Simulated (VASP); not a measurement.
# LiHF2 (R-3m) in VASP: notebook

Runs on LiHF2. Level: LDA. Tasks: single point.

Everything below comes from runs of VASP 6.6.1. Logs are shortened: lines on timing, memory, paths and dates and some standing lists are left out, and cuts for length are marked.

### Step 1. The cell of the first run

It takes space group R-3m (No. 166, trigonal). Conventional cell: a = 2.972 Å, b = 2.972 Å, c = 12.599 Å, α = 90.00°, β = 90.00°, γ = 120.00°. Within 2.6 Å of Li (site symmetry -3m) lie 6 F at 1.98 Å. Within 1.5 Å of H (site symmetry -3m) lie 2 F at 1.10 Å. Within 1.5 Å of F (site symmetry 3m) lie 1 H at 1.10 Å.

### Step 2. Single point, LDA (strain +0.030 along x and y, -0.030 along z)

Contents of INCAR:

```
SYSTEM = LiHF2
PREC = Accurate
ENCUT = 520
EDIFF = 1E-6
ISMEAR = 0
SIGMA = 0.05
LREAL = .FALSE.
LASPH = .TRUE.
NELM = 60
ALGO = Normal
ISIF = 2
LWAVE = .FALSE.
LCHARG = .TRUE.
GGA = CA
LELF = .TRUE.
LVHAR = .TRUE.
NBANDS = 17
```

Contents of KPOINTS:

```
Automatic mesh
0
G
  9 9 9
  0 0 0
```

Contents of POSCAR:

```
LiHF2
1.0
    1.4860718052      0.8579839568      4.1997227031
   -1.4860718052      0.8579839568      4.1997227031
    0.0000000000     -1.7159679136      4.1997227031
Li H F
1 1 2
Direct
    0.0000000000      0.0000000000      0.0000000000
    0.5000000000      0.5000000000      0.5000000000
    0.4125119035      0.4125119035      0.4125119035
    0.5874880965      0.5874880965      0.5874880965
```

Potentials or basis: VASP PAW LDA potentials, release 64 (Li_sv, H, F).

On the command line:

```console
$ cat potpaw_LDA.64/Li_sv/POTCAR potpaw_LDA.64/H/POTCAR potpaw_LDA.64/F/POTCAR > POTCAR
$ mpirun -np 1 vasp_std > vasp.out
```

OUTCAR:

```text
SYSTEM = LiHF2
   PREC = Accurate
   ENCUT = 520
   EDIFF = 1E-6
   ISMEAR = 0
   LREAL = .FALSE.
   LASPH = .TRUE.
   NELM = 60
   ISIF = 2
   GGA = CA

 ion  position               nearest neighbor table
   1  0.000  0.000  0.000-   4 1.98   4 1.98   3 1.98   3 1.98   4 1.98   3 1.98
   2  0.500  0.500  0.500-   3 1.10   4 1.10
   3  0.413  0.413  0.413-   2 1.10   1 1.98   1 1.98   1 1.98
   4  0.587  0.587  0.587-   2 1.10   1 1.98   1 1.98   1 1.98

  LATTYP: Found a trigonal (rhomboedric) cell.
 ALAT       =     4.5367627956
 COS(alpha) =     0.7854060671

  Lattice vectors:

 A1 = (   1.4860718052,   0.8579839568,   4.1997227031)
 A2 = (  -1.4860718052,   0.8579839568,   4.1997227031)
 A3 = (   0.0000000000,  -1.7159679136,   4.1997227031)

Analysis of symmetry for initial positions (statically):
=====================================================================
 Subroutine PRICEL returns:
 Original cell was already a primitive cell.

 Routine SETGRP: Setting up the symmetry group for a
 trigonal (rhombohedral) supercell.

 Subroutine GETGRP returns: Found 12 space group operations
 (whereof 12 operations were pure point group operations)
 out of a pool of 12 trial point group operations.

The static configuration has the point symmetry D_3d.

Analysis of symmetry for dynamics (positions and initial velocities):
=====================================================================
 Subroutine PRICEL returns:
 Original cell was already a primitive cell.

 Routine SETGRP: Setting up the symmetry group for a
 trigonal (rhombohedral) supercell.

 Subroutine GETGRP returns: Found 12 space group operations
 (whereof 12 operations were pure point group operations)
 out of a pool of 12 trial point group operations.

The dynamic configuration has the point symmetry D_3d.

 Subroutine INISYM returns: Found 12 space group operations
 (whereof 12 operations are pure point group operations),
 and found     1 'primitive' translations

----------------------------------------------------------------------------------------

                                     Primitive cell

  volume of cell :      32.1285

  direct lattice vectors                    reciprocal lattice vectors
     1.486071805  0.857983957  4.199722703     0.336457497  0.194253826  0.079370320
    -1.486071805  0.857983957  4.199722703    -0.336457497  0.194253826  0.079370320
     0.000000000 -1.715967914  4.199722703     0.000000000 -0.388507653  0.079370320

  length of vectors
     4.536762796  4.536762796  4.536762796     0.396532274  0.396532274  0.396532274

  position of ions in fractional coordinates (direct lattice)
     0.000000000  0.000000000  0.000000000
     0.500000000  0.500000000  0.500000000
     0.412511903  0.412511903  0.412511903
     0.587488097  0.587488097  0.587488097

  ion indices of the primitive-cell ions
   primitive index   ion index
                 1           1
                 2           2
                 3           3
                 4           4

----------------------------------------------------------------------------------------

 KPOINTS: Automatic mesh

Automatic generation of k-mesh.
 Grid dimensions read from file:
 generate k-points for:    9    9    9

 Generating k-lattice:

  Cartesian coordinates                     Fractional coordinates (reciprocal lattice)
     0.037384166  0.021583758  0.008818924     0.111111111  0.000000000  0.000000000
    -0.037384166  0.021583758  0.008818924     0.000000000  0.111111111  0.000000000
     0.000000000 -0.043167517  0.008818924     0.000000000  0.000000000  0.111111111

  Length of vectors
     0.044059142  0.044059142  0.044059142

  Shift w.r.t. Gamma in fractional coordinates (k-lattice)
     0.000000000  0.000000000  0.000000000

 Subroutine IBZKPT returns following result:
 ===========================================

 Found     85 irreducible k-points:

 Following reciprocal coordinates:
            Coordinates               Weight
  0.000000  0.000000  0.000000      1.000000
  0.111111 -0.000000 -0.000000      6.000000
  0.222222 -0.000000 -0.000000      6.000000
  0.333333 -0.000000 -0.000000      6.000000
  0.444444 -0.000000 -0.000000      6.000000
  0.111111  0.111111 -0.000000      6.000000
[... 16 lines left out ...]
 -0.333333  0.333333  0.000000      6.000000
  0.444444  0.444444 -0.000000      6.000000
 [... further k-points ...]
   k-points           NKPTS =     85   k-points in BZ     NKDIM =     85   number of bands    NBANDS=     17
   number of dos      NEDOS =    301   number of ions     NIONS =      4
   total plane-waves  NPLWV =  46656
   dimension x,y,z NGX =    36 NGY =   36 NGZ =   36
   dimension x,y,z NGXF=    72 NGYF=   72 NGZF=   72
   ions per type =               1   1   2
   NGX,Y,Z   is equivalent  to a cutoff of  13.19, 13.19, 13.19 a.u.
   NGXF,Y,Z  is equivalent  to a cutoff of  26.38, 26.38, 26.38 a.u.
 SYSTEM =  LiHF2
   PREC   = accura    normal or accurate (medium, high low for compatibility)
   ISTART =      0    job   : 0-new  1-cont  2-samecut
   ICHARG =      2    charge: 1-file 2-atom 10-const
   ISPIN  =      1    spin polarized calculation?
   LNONCOLLINEAR =      F non collinear calculations
   LSORBIT =      F    spin-orbit coupling
   LASPH  =      T    aspherical Exc in radial PAW
   ENCUT  =  520.0 eV  38.22 Ry    6.18 a.u.   8.44  8.44  8.44*2*pi/ulx,y,z
   NELM   =     60;   NELMIN=  2; NELMDL= -5     # of ELM steps
   EDIFF  = 0.1E-05   stopping-criterion for ELM
   LREAL  =      F    real-space projection
   EDIFFG = 0.1E-04   stopping-criterion for IOM
   NSW    =      0    number of steps for IOM
   IBRION =     -1    ionic relax: 0-MD 1-quasi-New 2-CG
   NFREE  =      0    steps in history (QN), initial steepest desc. (CG)
   ISIF   =      2    stress and relaxation
   ISYM   =      2    0-nonsym 1-usesym 2-fastsym
   POTIM  = 0.5000    time-step for ionic-motion
   TEBEG  =    0.0;   TEEND  =   0.0 temperature during run
   PSTRESS=    0.0 pullay stress
   NELECT =      18.0000    total number of electrons
   NUPDOWN=      -1.0000    fix difference up-down
   EMIN   =  10.00;   EMAX   =-10.00  energy-range for DOS
   EFERMI =   0.00;   METHOD = LEGACY
   ISMEAR =     0;   SIGMA  =   0.05  broadening in eV -4-tet -1-fermi 0-gaus
   EFERMI_NEDOS =   21; number of points for ismear=-14 and -15
   IALGO  =     38    algorithm
   IMIX   =      4    mixing-type and parameters
     AMIX     =   0.40;   BMIX     =  1.00
     AMIX_MAG =   1.60;   BMIX_MAG =  1.00
  volume/ion in A,a.u.               =       8.03        54.20
  Fermi-wavevector in a.u.,A,eV,Ry     =   1.349591  2.550357 24.781582  1.821395
  Thomas-Fermi vector in A             =   2.477165
   LORBIT       =      0    0 simple, 1 ext, 2 COOP (PROOUT), +10 PAW based schemes
   GGA     = CA    functional components
   LHFCALC =     F    Hartree Fock is set to
   AEXX    =    0.0000 exact exchange contribution
   IVDW    =     0    specifies the selected vdW correction
   LEPSILON=     F    determine dielectric tensor
   LRPA    =     F    only Hartree local field effects (RPA)
 non-spin polarized calculation
 Gauss-broadening in eV      SIGMA  =   0.05
  energy-cutoff  :      520.00
  volume of cell :       32.13
 maximum number of plane-waves:       892
 NGX is ok and might be reduce to    36
   NGX = 17   NGY = 17   NGZ = 17

 number of electron      18.0000009 magnetization

 Free energy of the ion-electron system (eV)
  ---------------------------------------------------
  ext. energy  EPLUGINS =         0.00000000
  ---------------------------------------------------
  free energy    TOTEN  =       -19.75765320 eV

  energy without entropy =      -19.75765320  energy(sigma->0) =      -19.75765320

 E-fermi :  -2.5545     XC(G=0): -10.0096

 val. band max:       -2.8691486798   @ k =   0.4444   0.4444   0.3333
 cond. band min:       5.3259472193   @ k =   0.0000   0.0000   0.0000
 fundamental gap:      8.1950958991
 Fermi energy:        -2.5545364196

 k-point     1 :       0.0000    0.0000    0.0000
  band No.  band energies     occupation
      1     -42.1302      2.00000
      2     -23.8472      2.00000
      3     -22.0078      2.00000
      4      -8.8194      2.00000
      5      -3.3765      2.00000
      6      -3.3765      2.00000
[... 9 lines left out ...]
     16      20.4104      0.00000
     17      20.4104      0.00000

 k-point     2 :       0.1111   -0.0000   -0.0000
  band No.  band energies     occupation
      1     -42.1262      2.00000
      2     -23.8109      2.00000
      3     -21.9957      2.00000
      4      -8.7615      2.00000
      5      -3.7145      2.00000
      6      -3.4243      2.00000
[... 9 lines left out ...]
     16      18.0938      0.00000
     17      20.4432      0.00000

 k-point     3 :       0.2222   -0.0000   -0.0000
  band No.  band energies     occupation
      1     -42.1162      2.00000
      2     -23.7165      2.00000
      3     -21.9656      2.00000
      4      -8.6153      2.00000
      5      -4.4138      2.00000
      6      -3.6605      2.00000
[... 9 lines left out ...]
     16      16.7802      0.00000
     17      20.4221      0.00000

 k-point     4 :       0.3333   -0.0000   -0.0000
  band No.  band energies     occupation
      1     -42.1049      2.00000
      2     -23.6040      2.00000
      3     -21.9337      2.00000
      4      -8.4515      2.00000
      5      -5.0797      2.00000
      6      -4.0262      2.00000
[... 9 lines left out ...]
     16      16.7685      0.00000
     17      20.2771      0.00000
[... 343 lines left out ...]
      1     -42.0942      2.00000
      2     -23.3886      2.00000
      3     -22.0523      2.00000
      4      -7.9233      2.00000
      5      -5.3152      2.00000
      6      -4.5424      2.00000
[... 9 lines left out ...]
     16      16.7815      0.00000
     17      19.9801      0.00000

 k-point    23 :      -0.3333    0.3333    0.0000
  band No.  band energies     occupation
      1     -42.0923      2.00000
      2     -23.4054      2.00000
      3     -21.9947      2.00000
      4      -8.0429      2.00000
      5      -5.0633      2.00000
      6      -4.8518      2.00000
[... 9 lines left out ...]
     16      16.6638      0.00000
     17      20.6298      0.00000

 k-point    24 :       0.4444    0.4444   -0.0000
  band No.  band energies     occupation
      1     -42.0974      2.00000
      2     -23.3788      2.00000
      3     -22.1214      2.00000
      4      -7.7881      2.00000
      5      -5.5319      2.00000
      6      -4.3833      2.00000
[... 9 lines left out ...]
     16      16.5314      0.00000
     17      20.2360      0.00000

 [... further k-points ...]

------------------------ aborting loop because EDIFF is reached ----------------------------------------

  FORCE on cell =-STRESS in cart. coord.  units (eV):
  Direction    XX          YY          ZZ          XY          YZ          ZX
  --------------------------------------------------------------------------------------
  -------------------------------------------------------------------------------------
  Total       -0.6209037     -0.6209037      2.7420918      0.0000000      0.0000000      0.0000000
  in kB      -30.9630699    -30.9630699    136.7419421      0.0000000      0.0000000      0.0000000
  external PRESSURE =      24.9386008 kB  Pullay stress =       0.0000000 kB

 VOLUME and BASIS-vectors are now :
 -----------------------------------------------------------------------------
  energy-cutoff  :      520.00
  volume of cell :       32.13
      direct lattice vectors                 reciprocal lattice vectors
     1.486071805  0.857983957  4.199722703     0.336457497  0.194253826  0.079370320
    -1.486071805  0.857983957  4.199722703    -0.336457497  0.194253826  0.079370320
     0.000000000 -1.715967914  4.199722703     0.000000000 -0.388507653  0.079370320

 POSITION                                       TOTAL-FORCE (eV/Angst)
 -----------------------------------------------------------------------------------
      0.00000      0.00000      0.00000        -0.000000     -0.000000      0.000000
      0.00000      0.00000      6.29958         0.000000     -0.000000      0.000000
      0.00000      0.00000      5.19731        -0.000000     -0.000000     -1.130309
      0.00000      0.00000      7.40186        -0.000000      0.000000      1.130309
 -----------------------------------------------------------------------------------
    total drift:                               -0.000000      0.000000     -0.000000

  FREE ENERGIE OF THE ION-ELECTRON SYSTEM (eV)
  ---------------------------------------------------
  free  energy   TOTEN  =       -19.7576532010 eV

  energy  without entropy=      -19.7576532010  energy(sigma->0) =      -19.75765320
```

Run time: 42 s. Hardware: 1 thread of Intel Xeon Platinum 8488C (Sapphire Rapids), shared host; peak memory 0.18 GiB.

What came out:

| Property | Result |
| --- | --- |
| Free energy | -19.7577 eV |
| Largest force | 1.130 eV/Å |
| Band gap on the k mesh | 8.20 eV, indirect (least direct gap 8.28 eV) |

Forces on the atoms (eV/Å):
```
Li   0.000  0.000  0.000
H    0.000  0.000  0.000
F    0.000  0.000 -1.130
F    0.000  0.000  1.130
```

Levels at points of the mesh, in eV from the valence-band top:
```
           k point  band 6  band 7  band 8  band 9  band 10  band 11  band 12  band 13
(0.00, 0.00, 0.00)   -0.51   -0.27   -0.27   -0.08     8.20    12.89    17.67    19.54
```

Caveat: the cell differs from its parent crystal (strain +0.030 along x and y, -0.030 along z); the cutoff is under 1.25 times the usual one of these potentials, so pressure, stress and relaxed cells hold a basis-set (Pulay) error; forces of over 1 eV/Å act on the atoms, so gaps and moduli don't describe the material at rest. A k mesh can miss the band edges.

### Step 3. Single point, LDA (strain +0.015 along x and y, +0.015 along z)

Contents of INCAR:

```
SYSTEM = LiHF2
  PREC = Accurate
  ENCUT = 520
  EDIFF = 1E-6
  ISMEAR = 0
  SIGMA = 0.05
  LREAL = .FALSE.
  LASPH = .TRUE.
  NELM = 80
  ALGO = Normal
  ISIF = 2
  LWAVE = .FALSE.
  LCHARG = .FALSE.
  NBANDS = 17
```

Contents of KPOINTS:

```
regular mesh
0
G
  9 9 9
  0 0 0
```

Contents of POSCAR:

```
LiHF2
1.0
    1.4644299828      0.8454890448      4.3945551996
   -1.4644299828      0.8454890448      4.3945551996
    0.0000000000     -1.6909780896      4.3945551996
Li H F
1 1 2
Direct
    0.0000000000      0.0000000000      0.0000000000
    0.5000000000      0.5000000000      0.5000000000
    0.4125119035      0.4125119035      0.4125119035
    0.5874880965      0.5874880965      0.5874880965
```

Potentials or basis: VASP PAW LDA potentials, release 64 (Li_sv, H, F).

On the command line:

```console
$ cat potpaw_LDA.64/Li_sv/POTCAR potpaw_LDA.64/H/POTCAR potpaw_LDA.64/F/POTCAR > POTCAR
$ mpirun -np 1 vasp_std > vasp.out
```

Run time: 39 s. Hardware: 1 thread of Intel Xeon Platinum 8488C (Sapphire Rapids), shared host; peak memory 0.18 GiB.

It converged, with:

* Free energy: -19.8079 eV
* Largest force: 0.200 eV/Å
* Band gap on the k mesh: 7.96 eV, indirect (least direct gap 8.17 eV)

Forces in eV/Å, atoms in the order of the input:
```
Li   0.000  0.000  0.000
H    0.000  0.000  0.000
F    0.000  0.000  0.200
F    0.000  0.000 -0.200
```

Levels at points of the mesh, in eV from the valence-band top:
| k point | band 5 | band 6 | band 7 | band 8 | band 9 | band 10 | band 11 | band 12 | band 13 | band 14 |
| --- | --- | --- | --- | --- | --- | --- | --- | --- | --- | --- |
| (0.00, 0.00, 0.00) | -0.37 | -0.37 | -0.34 | -0.21 | -0.21 | 7.96 | 12.72 | 16.70 | 18.21 | 19.92 |

Caveat: the cell differs from its parent crystal (strain +0.015 along x and y, +0.015 along z); the cutoff is under 1.25 times the usual one of these potentials, so pressure, stress and relaxed cells hold a basis-set (Pulay) error. A k mesh can miss the band edges.

### Step 4. Single point, LDA (strain +0.030 along x and y, -0.015 along z)

Contents of INCAR:

```
SYSTEM = LiHF2
PREC = Accurate
ENCUT = 520
EDIFF = 1E-6
ISMEAR = 0
SIGMA = 0.05
LREAL = .False.
LASPH = .True.
NELM = 80
ALGO = Normal
ISIF = 2
LWAVE = .False.
LCHARG = .False.
GGA = CA
NBANDS = 17
```

Contents of KPOINTS:

```
regular mesh
0
Gamma
  9 9 9
  0 0 0
```

Contents of POSCAR:

```
LiHF2
1.0
    1.4860718052      0.8579839568      4.2646668686
   -1.4860718052      0.8579839568      4.2646668686
    0.0000000000     -1.7159679136      4.2646668686
Li H F
1 1 2
Direct
    0.0000000000      0.0000000000      0.0000000000
    0.5000000000      0.5000000000      0.5000000000
    0.4125119035      0.4125119035      0.4125119035
    0.5874880965      0.5874880965      0.5874880965
```

On the command line:

```console
$ cat potpaw_LDA.64/Li_sv/POTCAR potpaw_LDA.64/H/POTCAR potpaw_LDA.64/F/POTCAR > POTCAR
$ mpirun -np 1 vasp_std > vasp.out
```

Wall time 42 s (1 thread of Intel Xeon Platinum 8488C (Sapphire Rapids), shared host); peak memory 0.18 GiB.

It converged, with:

- Free energy: -19.7902 eV
- Largest force: 0.648 eV/Å
- Band gap on the k mesh: 8.09 eV, indirect (least direct gap 8.25 eV)

Forces in eV/Å, atoms in the order of the input:
```
Li   0.000  0.000  0.000
H    0.000  0.000  0.000
F    0.000  0.000 -0.648
F    0.000  0.000  0.648
```

Levels at points of the mesh, in eV from the valence-band top:
| k point | band 7 | band 8 | band 9 | band 10 | band 11 | band 12 |
| --- | --- | --- | --- | --- | --- | --- |
| (0.00, 0.00, 0.00) | -0.25 | -0.25 | -0.16 | 8.09 | 12.79 | 17.32 |

Caveat: the cell differs from its parent crystal (strain +0.030 along x and y, -0.015 along z); the cutoff is under 1.25 times the usual one of these potentials, so pressure, stress and relaxed cells hold a basis-set (Pulay) error. A k mesh can miss the band edges.

[end of part 1 of 2]
